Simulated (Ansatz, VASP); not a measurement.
Se in VASP and in Ansatz

```
CELL_PARAMETERS angstrom
4.36620 -0.04366 -0.04366
-2.22091 3.80307 -0.01598
-0.04954 -0.04954 4.95360
ATOMIC_POSITIONS crystal
Se 0.22540 0.00000 0.33333
Se 0.00000 0.22540 0.66667
Se 0.77460 0.77460 0.00000
```

Change from the starting cell: equal xy, yz and zx shear strains of -2 %, crystal datasets.

Alike in both runs: task electric field gradients; functional LDA; k mesh 6 × 6 × 5; occupations fermi-dirac, width 0.03 eV; no spin polarisation.

|  | VASP | Ansatz |
| --- | --- | --- |
| version | VASP 6.6.1 | Ansatz 0.2.0 |
| potentials or method | VASP PAW LDA potentials, release 64 (Se), cutoff 520 eV | all-electron PAW with datasets made for the crystal, scalar-relativistic |

Ansatz gave:

| Item | Value |
| --- | --- |
| pressure (GPa) | -1.1 |
| traceless stress, the component that is largest in VASP (GPa) | 1.45 |
| rms of the force components (eV/Å) | 0.237 |
| size of Vzz on the site where it differs most (V/Å²) | 507.0 |

Problem. Estimate VASP's values.

Solution. Pressure (GPa): -0.9; traceless stress, the component that is largest in VASP (GPa): 1.46; rms of the force components (eV/Å): 0.258; size of Vzz on the site where it differs most (V/Å²): 486.9.

LDA's correlation is that of Perdew and Zunger in VASP and of Perdew and Wang (1992) in Ansatz. Atom by atom the forces differ by 0.030 eV/Å (rms over components). Ansatz ran all-electron here, and VASP with PAW potentials.
